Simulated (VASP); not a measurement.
# Ge (C2/c) in VASP: single point with r2SCAN

Aim: the single point of Ge with r2SCAN.

All numbers are computed with VASP 6.6.1; they aren't measurements. Logs are shortened: lines on timing, memory, paths and dates and some standing lists are left out, and cuts for length are marked.

### Step 1. The cell of the first run

Symmetry: C2/c, No. 15, monoclinic system. Conventional cell: a = 2.753 Å, b = 7.049 Å, c = 3.796 Å, α = 90.00°, β = 111.10°, γ = 90.00°. Ge (site symmetry 2) has 10 Ge at 2.59 to 3.24 Å within 3.4 Å.

### Step 2. Single point, r2SCAN (17.19 Å³/atom)

File POSCAR:

```
Ge
1.0
   -2.4909037227      2.4936859416      1.3766334741
    2.4936859416     -2.4909037227      1.3766334741
    2.5031341343      2.5031341343     -1.3715378351
Ge
2
Direct
    0.9999145614      0.0000854386      0.0000000000
    0.7500854386      0.2499145614      0.5000000000
```

File INCAR.step1:

```
ALGO     = Normal         # electronic algorithm
EDIFF    = 1E-4           # SCF threshold, eV
ENCUT    = 520            # plane-wave cutoff, eV
GGA      = PE             # functional
ISMEAR   = -1             # smearing method
LASPH    = T              # aspherical terms in the spheres
LCHARG   = F              # write CHGCAR
LREAL    = F              # projectors in reciprocal space
LWAVE    = T              # write WAVECAR
NBANDS   = 21             # bands
NELM     = 100            # most SCF steps
PREC     = Accurate       # precision mode
SIGMA    = 0.1            # smearing width, eV
```

File INCAR.step2:

```
ALGO     = Normal         # electronic algorithm
EDIFF    = 1E-7           # SCF threshold, eV
ENCUT    = 520            # plane-wave cutoff, eV
ISIF     = 2              # what is computed and relaxed
ISMEAR   = -1             # smearing method
ISTART   = 1            
LASPH    = T              # aspherical terms in the spheres
LCHARG   = F              # write CHGCAR
LMIXTAU  = T            
LREAL    = F              # projectors in reciprocal space
LWAVE    = F              # write WAVECAR
METAGGA  = R2SCAN         # meta-GGA
NBANDS   = 21             # bands
NELM     = 100            # most SCF steps
PREC     = Accurate       # precision mode
SIGMA    = 0.1            # smearing width, eV
```

File KPOINTS:

```
k-points
0
Gamma
  14 14 10
```

Potentials or basis: VASP PAW PBE potentials, release 64 (Ge_d).

Command:

```console
$ cat potpaw_PBE.64/Ge_d/POTCAR > POTCAR
$ cp INCAR.step1 INCAR
$ mpirun -np 1 vasp_std > vasp.out
$ cp INCAR.step2 INCAR
$ mpirun -np 1 vasp_std > vasp.out
```

OUTCAR:

```text
EDIFF = 1E-7
   ENCUT = 520
   ISIF = 2
   ISMEAR = -1
   ISTART = 1
   LASPH = T
   LREAL = F
   METAGGA = R2SCAN
   NELM = 100
   PREC = Accurate

 ion  position               nearest neighbor table
   1  1.000  0.000  0.000-   2 2.59   2 2.59   2 2.59   2 2.59
   2  0.750  0.250  0.500-   1 2.59   1 2.59   1 2.59   1 2.59

  LATTYP: Found a base centered monoclinic cell.
 ALAT       =     2.7532697597
 B/A-ratio  =     2.5603282357
 C/A-ratio  =     1.3788611940
 COS(beta)  =    -0.3599425426

  Lattice vectors:

 A1 = (  -2.4909037227,   2.4936859416,   1.3766334741)
 A2 = (   2.4936859416,  -2.4909037227,   1.3766334741)
 A3 = (   2.5031341343,   2.5031341343,  -1.3715378351)

Analysis of symmetry for initial positions (statically):
=====================================================================
 Subroutine PRICEL returns:
 Original cell was already a primitive cell.

 Routine SETGRP: Setting up the symmetry group for a
 base centered monoclinic supercell.

 Subroutine GETGRP returns: Found  4 space group operations
 (whereof  2 operations were pure point group operations)
 out of a pool of  4 trial point group operations.

The static configuration has the point symmetry C_2 .
 The point group associated with its full space group is C_2h.

Analysis of symmetry for dynamics (positions and initial velocities):
=====================================================================
 Subroutine PRICEL returns:
 Original cell was already a primitive cell.

 Routine SETGRP: Setting up the symmetry group for a
 base centered monoclinic supercell.

 Subroutine GETGRP returns: Found  4 space group operations
 (whereof  2 operations were pure point group operations)
 out of a pool of  4 trial point group operations.

The dynamic configuration has the point symmetry C_2 .
 The point group associated with its full space group is C_2h.

 Subroutine INISYM returns: Found  4 space group operations
 (whereof  2 operations are pure point group operations),
 and found     1 'primitive' translations

----------------------------------------------------------------------------------------

                                     Primitive cell

  volume of cell :      34.3718

  direct lattice vectors                    reciprocal lattice vectors
    -2.490903723  2.493685942  1.376633474    -0.000859121  0.199759198  0.363003891
     2.493685942 -2.490903723  1.376633474     0.199759198 -0.000859121  0.363003891
     2.503134134  2.503134134 -1.371537835     0.199639045  0.199639045 -0.000403477

  length of vectors
     3.783938511  3.783938511  3.796376828     0.414338389  0.414338389  0.282332533

  position of ions in fractional coordinates (direct lattice)
     0.999914561  0.000085439  1.000000000
     0.750085439  0.249914561  0.500000000

  ion indices of the primitive-cell ions
   primitive index   ion index
                 1           1
                 2           2

----------------------------------------------------------------------------------------

 KPOINTS: k-points

Automatic generation of k-mesh.
 Grid dimensions read from file:
 generate k-points for:   14   14   10

 Generating k-lattice:

  Cartesian coordinates                     Fractional coordinates (reciprocal lattice)
    -0.000061366  0.014268514  0.025928849     0.071428571  0.000000000  0.000000000
     0.014268514 -0.000061366  0.025928849     0.000000000  0.071428571  0.000000000
     0.019963905  0.019963905 -0.000040348     0.000000000  0.000000000  0.100000000

  Length of vectors
     0.029595599  0.029595599  0.028233253

  Shift w.r.t. Gamma in fractional coordinates (k-lattice)
     0.000000000  0.000000000  0.000000000

 Subroutine IBZKPT returns following result:
 ===========================================

 Found    534 irreducible k-points:

 Following reciprocal coordinates:
            Coordinates               Weight
  0.000000  0.000000  0.000000      1.000000
  0.071429  0.000000  0.000000      4.000000
  0.142857  0.000000  0.000000      4.000000
  0.214286 -0.000000  0.000000      4.000000
  0.285714  0.000000 -0.000000      4.000000
  0.357143 -0.000000  0.000000      4.000000
[... 16 lines left out ...]
  0.214286  0.142857  0.000000      4.000000
  0.285714  0.142857  0.000000      4.000000
 [... further k-points ...]
   k-points           NKPTS =    534   k-points in BZ     NKDIM =    534   number of bands    NBANDS=     21
   number of dos      NEDOS =    301   number of ions     NIONS =      2
   total plane-waves  NPLWV =  21952
   dimension x,y,z NGX =    28 NGY =   28 NGZ =   28
   dimension x,y,z NGXF=    56 NGYF=   56 NGZF=   56
   ions per type =               2
   NGX,Y,Z   is equivalent  to a cutoff of  12.30, 12.30, 12.26 a.u.
   NGXF,Y,Z  is equivalent  to a cutoff of  24.60, 24.60, 24.52 a.u.
 SYSTEM =  unknown system
   PREC   = accura    normal or accurate (medium, high low for compatibility)
   ISTART =      1    job   : 0-new  1-cont  2-samecut
   ICHARG =      0    charge: 1-file 2-atom 10-const
   ISPIN  =      1    spin polarized calculation?
   LNONCOLLINEAR =      F non collinear calculations
   LSORBIT =      F    spin-orbit coupling
   LASPH  =      T    aspherical Exc in radial PAW
   ENCUT  =  520.0 eV  38.22 Ry    6.18 a.u.   7.04  7.04  7.06*2*pi/ulx,y,z
   NELM   =    100;   NELMIN=  2; NELMDL=  0     # of ELM steps
   EDIFF  = 0.1E-06   stopping-criterion for ELM
   LREAL  =      F    real-space projection
   EDIFFG = 0.1E-05   stopping-criterion for IOM
   NSW    =      0    number of steps for IOM
   IBRION =     -1    ionic relax: 0-MD 1-quasi-New 2-CG
   NFREE  =      0    steps in history (QN), initial steepest desc. (CG)
   ISIF   =      2    stress and relaxation
   ISYM   =      2    0-nonsym 1-usesym 2-fastsym
   POTIM  = 0.5000    time-step for ionic-motion
   TEBEG  =    0.0;   TEEND  =   0.0 temperature during run
   PSTRESS=    0.0 pullay stress
   NELECT =      28.0000    total number of electrons
   NUPDOWN=      -1.0000    fix difference up-down
   EMIN   =  10.00;   EMAX   =-10.00  energy-range for DOS
   EFERMI =   0.00;   METHOD = LEGACY
   ISMEAR =    -1;   SIGMA  =   0.10  broadening in eV -4-tet -1-fermi 0-gaus
   EFERMI_NEDOS =   21; number of points for ismear=-14 and -15
   IALGO  =     38    algorithm
   IMIX   =      4    mixing-type and parameters
     AMIX     =   0.40;   BMIX     =  1.00
     AMIX_MAG =   1.60;   BMIX_MAG =  1.00
  volume/ion in A,a.u.               =      17.19       115.98
  Fermi-wavevector in a.u.,A,eV,Ry     =   1.528950  2.889297 31.806198  2.337690
  Thomas-Fermi vector in A             =   2.636639
   LORBIT       =      0    0 simple, 1 ext, 2 COOP (PROOUT), +10 PAW based schemes
   METAGGA = R2SCAN    functional components
   LHFCALC =     F    Hartree Fock is set to
   AEXX    =    0.0000 exact exchange contribution
   IVDW    =     0    specifies the selected vdW correction
   LEPSILON=     F    determine dielectric tensor
   LRPA    =     F    only Hartree local field effects (RPA)
 non-spin polarized calculation
  energy-cutoff  :      520.00
  volume of cell :       34.37
 maximum number of plane-waves:       953
   NGX = 15   NGY = 15   NGZ = 15

 number of electron      27.9999981 magnetization

 Free energy of the ion-electron system (eV)
  ---------------------------------------------------
  ext. energy  EPLUGINS =         0.00000000
  ---------------------------------------------------
  free energy    TOTEN  =       -26.97195953 eV

  energy without entropy =      -26.95078516  energy(sigma->0) =      -26.96137234

 E-fermi :   7.5472     XC(G=0): -12.8210

 val. band max:        7.5361580359   @ k =   0.0714   0.0000   0.5000
 cond. band min:       7.5557398640   @ k =   0.4286   0.4286   0.0000
 fundamental gap:      0.0195818281
 Fermi energy:         7.5472101119

 k-point     1 :       0.0000    0.0000    0.0000
  band No.  band energies     occupation
      1     -18.0383      2.00000
      2     -17.9643      2.00000
      3     -17.9400      2.00000
      4     -17.9268      2.00000
      5     -17.7959      2.00000
      6     -17.7956      2.00000
[... 13 lines left out ...]
     20      20.2815      0.00000
     21      21.1248      0.00000

 k-point     2 :       0.0714    0.0000    0.0000
  band No.  band energies     occupation
      1     -18.0357      2.00000
      2     -17.9563      2.00000
      3     -17.9364      2.00000
      4     -17.9168      2.00000
      5     -17.8032      2.00000
      6     -17.8021      2.00000
[... 13 lines left out ...]
     20      20.1640      0.00000
     21      21.0862      0.00000

 k-point     3 :       0.1429    0.0000    0.0000
  band No.  band energies     occupation
      1     -18.0280      2.00000
      2     -17.9353      2.00000
      3     -17.9264      2.00000
      4     -17.8917      2.00000
      5     -17.8190      2.00000
      6     -17.8100      2.00000
[... 13 lines left out ...]
     20      18.9088      0.00000
     21      19.6176      0.00000

 k-point     4 :       0.2143   -0.0000    0.0000
  band No.  band energies     occupation
      1     -18.0159      2.00000
      2     -17.9123      2.00000
      3     -17.9106      2.00000
      4     -17.8688      2.00000
      5     -17.8378      2.00000
      6     -17.8067      2.00000
[... 13 lines left out ...]
     20      17.6616      0.00000
     21      19.3932      0.00000

 k-point     5 :       0.2857    0.0000   -0.0000
  band No.  band energies     occupation
      1     -18.0027      2.00000
      2     -17.9000      2.00000
      3     -17.8953      2.00000
      4     -17.8691      2.00000
      5     -17.8524      2.00000
      6     -17.8128      2.00000
[... 13 lines left out ...]
     20      16.7681      0.00000
     21      20.0040      0.00000
[... 382 lines left out ...]
     20      20.6974      0.00000
     21      20.9917      0.00000

 k-point    22 :       0.1429    0.1429    0.0000
  band No.  band energies     occupation
      1     -18.0113      2.00000
      2     -17.9045      2.00000
      3     -17.8946      2.00000
      4     -17.8535      2.00000
      5     -17.8356      2.00000
      6     -17.8284      2.00000
[... 13 lines left out ...]
     20      17.3809      0.00000
     21      18.4038      0.00000

 k-point    23 :       0.2143    0.1429    0.0000
  band No.  band energies     occupation
      1     -18.0021      2.00000
      2     -17.9033      2.00000
      3     -17.8913      2.00000
      4     -17.8549      2.00000
      5     -17.8493      2.00000
      6     -17.8358      2.00000
[... 13 lines left out ...]
     20      17.1431      0.00000
     21      18.9098      0.00000

 k-point    24 :       0.2857    0.1429    0.0000
  band No.  band energies     occupation
      1     -17.9948      2.00000
      2     -17.9136      2.00000
      3     -17.8813      2.00000
      4     -17.8753      2.00000
      5     -17.8443      2.00000
      6     -17.8396      2.00000
[... 13 lines left out ...]
     20      17.9422      0.00000
     21      19.9881      0.00000

 [... further k-points ...]
[... 5 lines left out ...]
  --------------------------------------------------------------------------------------
  -------------------------------------------------------------------------------------
  Total        1.5751532      1.5751532      1.7049590     -0.1110225      0.0039537      0.0039538
  in kB       73.4228316     73.4228316     79.4734870     -5.1751050      0.1842942      0.1842995
  external PRESSURE =      75.4397167 kB  Pullay stress =       0.0000000 kB

 VOLUME and BASIS-vectors are now :
 -----------------------------------------------------------------------------
  energy-cutoff  :      520.00
  volume of cell :       34.37
      direct lattice vectors                 reciprocal lattice vectors
    -2.490903723  2.493685942  1.376633474    -0.000859121  0.199759198  0.363003891
     2.493685942 -2.490903723  1.376633474     0.199759198 -0.000859121  0.363003891
     2.503134134  2.503134134 -1.371537835     0.199639045  0.199639045 -0.000403477

 POSITION                                       TOTAL-FORCE (eV/Angst)
 -----------------------------------------------------------------------------------
     -2.49048      2.49326      1.37663        -0.003451      0.003451      0.000000
      0.00638      2.49953      0.69086         0.003451     -0.003451     -0.000000
 -----------------------------------------------------------------------------------
    total drift:                               -0.000000      0.000000      0.000000

  FREE ENERGIE OF THE ION-ELECTRON SYSTEM (eV)
  ---------------------------------------------------
  free  energy   TOTEN  =       -26.9719595253 eV

  energy  without entropy=      -26.9507851625  energy(sigma->0) =      -26.96137234
```

Run time: 24 min. Hardware: 1 thread of Oxide Virtual Turin-like, shared host; peak memory 0.37 GiB.

Results:

* Free energy: -26.9720 eV
* Pressure: 7.5 GPa
* Largest force: 0.005 eV/Å
* Band gap on the k mesh: zero (bands 14 and 15 overlap by 6.03 eV)

Forces in eV/Å, atoms in the order of the input:
```
Ge  -0.003  0.003  0.000
Ge   0.003 -0.003  0.000
```

Stress tensor (GPa, compression positive):
```
 7.34 -0.52  0.02
-0.52  7.34  0.02
 0.02  0.02  7.95
```

Caveat: the cell stands under pressure; the PAW data sets were made with another functional, which shifts forces and pressure a little.
